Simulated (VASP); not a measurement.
# CdTe (F-43m) in VASP: relaxation of cell and atoms with PBE

Aim: the relaxation of cell and atoms of CdTe with PBE.

Program: VASP 6.6.1. These are calculated values, not measurements. Logs are shortened: lines on timing, memory, paths and dates and some standing lists are left out, and cuts for length are marked.

### 1 The cell of the first run

Symmetry: F-43m, No. 216, cubic system. The conventional cell has a = 6.619 Å, b = 6.619 Å, c = 6.619 Å, α = 90.00°, β = 90.00°, γ = 90.00°. Cd (site symmetry -43m) has 4 Te at 2.87 Å within 3.8 Å. Te (site symmetry -43m) has 4 Cd at 2.87 Å within 3.8 Å.

### 2 Relaxation of cell and atoms, PBE, non-collinear spin, zero start, spin-orbit coupling

Contents of INCAR:

```
SYSTEM = CdTe
PREC = Accurate ; ENCUT = 500
EDIFF = 1E-7 ; ISMEAR = 0
SIGMA = 0.02 ; LREAL = .FALSE.
LASPH = .TRUE. ; NELM = 200
ALGO = Normal ; ISIF = 3
LWAVE = .FALSE. ; LCHARG = .FALSE.
MAGMOM = 0 0 0 0 0 0 ; LORBIT = 11
LSORBIT = .TRUE. ; GGA_COMPAT = .FALSE.
LORBMOM = .TRUE. ; GGA = PE
IBRION = 2 ; NSW = 100
EDIFFG = -0.02 ; NELMIN = 4
```

Contents of KPOINTS:

```
Automatic mesh
0
G
  10 10 10
  0 0 0
```

Contents of POSCAR:

```
CdTe
1.0
    0.0000000000      3.3096311573      3.3096311573
    3.3096311573      0.0000000000      3.3096311573
    3.3096311573      3.3096311573      0.0000000000
Cd Te
1 1
Direct
    0.0000000000      0.0000000000      0.0000000000
    0.2500000000      0.2500000000      0.2500000000
```

Potentials or basis: VASP PAW PBE potentials, release 64 (Cd, Te).

Command:

```
cat potpaw_PBE.64/Cd/POTCAR potpaw_PBE.64/Te/POTCAR > POTCAR
mpirun -np 1 vasp_ncl > vasp.out
```

OUTCAR:

```text
SYSTEM = CdTe
   PREC = Accurate
   ENCUT = 500
   EDIFF = 1E-7
   ISMEAR = 0
   LREAL = .FALSE.
   LASPH = .TRUE.
   NELM = 200
   ISIF = 3
   LORBIT = 11
   LSORBIT = .TRUE.
   GGA = PE
   IBRION = 2
   NSW = 100
   EDIFFG = -0.02
   NELMIN = 4

 ion  position               nearest neighbor table
   1  0.000  0.000  0.000-   2 2.87   2 2.87   2 2.87   2 2.87
   2  0.250  0.250  0.250-   1 2.87   1 2.87   1 2.87   1 2.87

  LATTYP: Found a face centered cubic cell.
 ALAT       =     6.6192623146

  Lattice vectors:

 A1 = (   0.0000000000,   3.3096311573,   3.3096311573)
 A2 = (   3.3096311573,   0.0000000000,   3.3096311573)
 A3 = (   3.3096311573,   3.3096311573,   0.0000000000)

Analysis of symmetry for initial positions (statically):
=====================================================================
 Subroutine PRICEL returns:
 Original cell was already a primitive cell.

 Routine SETGRP: Setting up the symmetry group for a
 face centered cubic supercell.

 Subroutine GETGRP returns: Found 24 space group operations
 (whereof 24 operations were pure point group operations)
 out of a pool of 48 trial point group operations.

The static configuration has the point symmetry T_d .

Analysis of symmetry for dynamics (positions and initial velocities):
=====================================================================
 Subroutine PRICEL returns:
 Original cell was already a primitive cell.

 Routine SETGRP: Setting up the symmetry group for a
 face centered cubic supercell.

 Subroutine GETGRP returns: Found 24 space group operations
 (whereof 24 operations were pure point group operations)
 out of a pool of 48 trial point group operations.

The dynamic configuration has the point symmetry T_d .

Analysis of structural, dynamic, and magnetic symmetry:
=====================================================================
 Subroutine PRICEL returns:
 Original cell was already a primitive cell.

 Routine SETGRP: Setting up the symmetry group for a
 face centered cubic supercell.

 Subroutine GETGRP returns: Found 24 space group operations
 (whereof 24 operations were pure point group operations)
 out of a pool of 48 trial point group operations.

The overall configuration has the point symmetry T_d .

 Subroutine INISYM returns: Found 24 space group operations
 (whereof 24 operations are pure point group operations),
 and found     1 'primitive' translations

----------------------------------------------------------------------------------------

                                     Primitive cell

  volume of cell :      72.5051

  direct lattice vectors                    reciprocal lattice vectors
     0.000000000  3.309631157  3.309631157    -0.151074236  0.151074236  0.151074236
     3.309631157  0.000000000  3.309631157     0.151074236 -0.151074236  0.151074236
     3.309631157  3.309631157  0.000000000     0.151074236  0.151074236 -0.151074236

  length of vectors
     4.680525269  4.680525269  4.680525269     0.261668253  0.261668253  0.261668253

  position of ions in fractional coordinates (direct lattice)
     0.000000000  0.000000000  0.000000000
     0.250000000  0.250000000  0.250000000

  ion indices of the primitive-cell ions
   primitive index   ion index
                 1           1
                 2           2

----------------------------------------------------------------------------------------

 KPOINTS: Automatic mesh

Automatic generation of k-mesh.
 Grid dimensions read from file:
 generate k-points for:   10   10   10

 Generating k-lattice:

  Cartesian coordinates                     Fractional coordinates (reciprocal lattice)
    -0.015107424  0.015107424  0.015107424     0.100000000  0.000000000  0.000000000
[... 153 lines left out ...]

 number of electron      18.0000005 magnetization      -0.0000000      0.0000000      0.0000000

 Free energy of the ion-electron system (eV)
  ---------------------------------------------------
  ext. energy  EPLUGINS =         0.00000000
  ---------------------------------------------------
  free energy    TOTEN  =        -4.94051076 eV

  energy without entropy =       -4.94051076  energy(sigma->0) =       -4.94051076

 E-fermi :   2.1660     XC(G=0):  -8.2883

 val. band max:        2.0234034906   @ k =   0.0000   0.0000   0.0000
 cond. band min:       2.3271351229   @ k =   0.0000   0.0000   0.0000
 fundamental gap:      0.3037316323
 Fermi energy:         2.1660093584

 k-point     1 :       0.0000    0.0000    0.0000
  band No.  band energies     occupation
      1      -9.0463      1.00000
      2      -9.0463      1.00000
      3      -6.6473      1.00000
      4      -6.6473      1.00000
      5      -6.6473      1.00000
      6      -6.6473      1.00000
[... 685 lines left out ...]
     25       7.2229      0.00000
     26       7.2811      0.00000

 [... further k-points ...]

------------------------ aborting loop because EDIFF is reached ----------------------------------------

  FORCE on cell =-STRESS in cart. coord.  units (eV):
  Direction    XX          YY          ZZ          XY          YZ          ZX
  --------------------------------------------------------------------------------------
  -------------------------------------------------------------------------------------
  Total       -0.0010091     -0.0010091     -0.0010091      0.0000000     -0.0000000      0.0000000
  in kB       -0.0222012     -0.0222012     -0.0222012      0.0000000     -0.0000000      0.0000000
  external PRESSURE =      -0.0222012 kB  Pullay stress =       0.0000000 kB

 VOLUME and BASIS-vectors are now :
 -----------------------------------------------------------------------------
  energy-cutoff  :      500.00
  volume of cell :       72.82
      direct lattice vectors                 reciprocal lattice vectors
     0.000000000  3.314473977  3.314473977    -0.150853500  0.150853500  0.150853500
     3.314473977  0.000000000  3.314473977     0.150853500 -0.150853500  0.150853500
     3.314473977  3.314473977  0.000000000     0.150853500  0.150853500 -0.150853500

 POSITION                                       TOTAL-FORCE (eV/Angst)
 -----------------------------------------------------------------------------------
      3.31447      3.31447      6.62895        -0.000000     -0.000000     -0.000000
      1.65724      1.65724      1.65724         0.000000      0.000000      0.000000
 -----------------------------------------------------------------------------------
    total drift:                               -0.000000     -0.000000     -0.000000

  FREE ENERGIE OF THE ION-ELECTRON SYSTEM (eV)
  ---------------------------------------------------
  free  energy   TOTEN  =        -4.9405107638 eV

  energy  without entropy=       -4.9405107638  energy(sigma->0) =       -4.94051076

 reached required accuracy - stopping structural energy minimisation

 orbital moment (x)

 # of ion     p       d       tot
 ----------------------------------------
  1        -0.000  -0.000  -0.000
  2        -0.000   0.000  -0.000
 ----------------------------------------
           -0.000  -0.000  -0.000

 orbital moment (y)

 # of ion     p       d       tot
 ----------------------------------------
  1         0.000   0.000   0.000
  2        -0.000   0.000  -0.000
 ----------------------------------------
           -0.000   0.000   0.000

 orbital moment (z)

 # of ion     p       d       tot
 ----------------------------------------
  1         0.000  -0.000  -0.000
  2         0.000   0.000   0.000
 ----------------------------------------
            0.000  -0.000  -0.000

 Spin-Orbit-Coupling matrix elements

 Ion:    1  E_soc:     -0.0592157
 l=   1
     0.0000000    -0.0029410    -0.0029410
    -0.0029410     0.0000000    -0.0029410
    -0.0029410    -0.0029410     0.0000000
 l=   2
     0.0000000    -0.0013834     0.0000000    -0.0013834    -0.0055449
    -0.0013834     0.0000000    -0.0041587    -0.0013834    -0.0013862
     0.0000000    -0.0041587     0.0000000    -0.0041587     0.0000000
    -0.0013834    -0.0013834    -0.0041587     0.0000000    -0.0013862
    -0.0055449    -0.0013862     0.0000000    -0.0013862     0.0000000
 l=   3
     0.0000000     0.0000000     0.0000000     0.0000000     0.0000000     0.0000000     0.0000000
     0.0000000     0.0000000     0.0000000     0.0000000     0.0000000     0.0000000     0.0000000
     0.0000000     0.0000000     0.0000000     0.0000000     0.0000000     0.0000000     0.0000000
     0.0000000     0.0000000     0.0000000     0.0000000     0.0000000     0.0000000     0.0000000
     0.0000000     0.0000000     0.0000000     0.0000000     0.0000000     0.0000000     0.0000000
     0.0000000     0.0000000     0.0000000     0.0000000     0.0000000     0.0000000     0.0000000
     0.0000000     0.0000000     0.0000000     0.0000000     0.0000000     0.0000000     0.0000000

 Ion:    2  E_soc:     -0.1989388
 l=   1
     0.0000000    -0.0330925    -0.0330925
    -0.0330925     0.0000000    -0.0330925
    -0.0330925    -0.0330925     0.0000000
 l=   2
     0.0000000    -0.0000271     0.0000000    -0.0000271    -0.0000369
    -0.0000271     0.0000000    -0.0000277    -0.0000271    -0.0000092
     0.0000000    -0.0000277     0.0000000    -0.0000277     0.0000000
    -0.0000271    -0.0000271    -0.0000277     0.0000000    -0.0000092
    -0.0000369    -0.0000092     0.0000000    -0.0000092     0.0000000
 l=   3
     0.0000000     0.0000000     0.0000000     0.0000000     0.0000000     0.0000000     0.0000000
     0.0000000     0.0000000     0.0000000     0.0000000     0.0000000     0.0000000     0.0000000
     0.0000000     0.0000000     0.0000000     0.0000000     0.0000000     0.0000000     0.0000000
     0.0000000     0.0000000     0.0000000     0.0000000     0.0000000     0.0000000     0.0000000
     0.0000000     0.0000000     0.0000000     0.0000000     0.0000000     0.0000000     0.0000000
     0.0000000     0.0000000     0.0000000     0.0000000     0.0000000     0.0000000     0.0000000
     0.0000000     0.0000000     0.0000000     0.0000000     0.0000000     0.0000000     0.0000000

 total charge

# of ion       s       p       d       tot
------------------------------------------
    1        0.463   0.281   9.533  10.277
    2        1.354   2.029   0.017   3.400
--------------------------------------------------
tot          1.818   2.310   9.550  13.678

 magnetization (x)

# of ion       s       p       d       tot
------------------------------------------
    1       -0.000   0.000  -0.000  -0.000
    2        0.000   0.000   0.000   0.000
--------------------------------------------------
tot         -0.000   0.000  -0.000  -0.000

 magnetization (y)

# of ion       s       p       d       tot
------------------------------------------
    1       -0.000  -0.000  -0.000  -0.000
    2        0.000   0.000   0.000   0.000
--------------------------------------------------
tot         -0.000  -0.000  -0.000  -0.000

 magnetization (z)

# of ion       s       p       d       tot
------------------------------------------
    1        0.000  -0.000   0.000   0.000
    2       -0.000   0.000  -0.000  -0.000
--------------------------------------------------
tot          0.000  -0.000   0.000   0.000
```

Run time: 6.2 min. Hardware: 1 thread of AMD EPYC 7R13 (Zen 3), shared host; peak memory 0.47 GiB.

Results:

- Free energy: -4.9405 eV
- Relaxed volume: 36.41 Å³/atom
- Relaxed cell: a = 4.687 Å, b = 4.687 Å, c = 4.687 Å, α = 60.00°, β = 60.00°, γ = 60.00°
- Space group after relaxing (to 0.1 Å): F-43m (No. 216)
- Energy gained by relaxing: 0.1 meV/atom
- Ionic steps: 2
- Pressure after relaxing: 0.0 GPa
- Net moment: 0.00 μB per cell
- Valence electrons inside the program's atomic spheres: Cd 10.28; Te 3.40

Step by step:
```tsv
step	energy change (eV)	largest force (eV/Å)	pressure (GPa)	volume (Å³)
1	0.0000	0.0000	0.13	72.51
2	-0.0001	0.0000	0.00	72.82
```

Final structure:
```xyz
2
Lattice="0.0000 3.3145 3.3145 3.3145 0.0000 3.3145 3.3145 3.3145 0.0000" Properties=species:S:1:pos:R:3 pbc="T T T"
Cd    3.3145    3.3145    6.6289
Te    1.6572    1.6572    1.6572
```

Moments on the atoms (μB; x, y, z):
```
Cd  0.00 0.00 0.00
Te  0.00 0.00 0.00
```
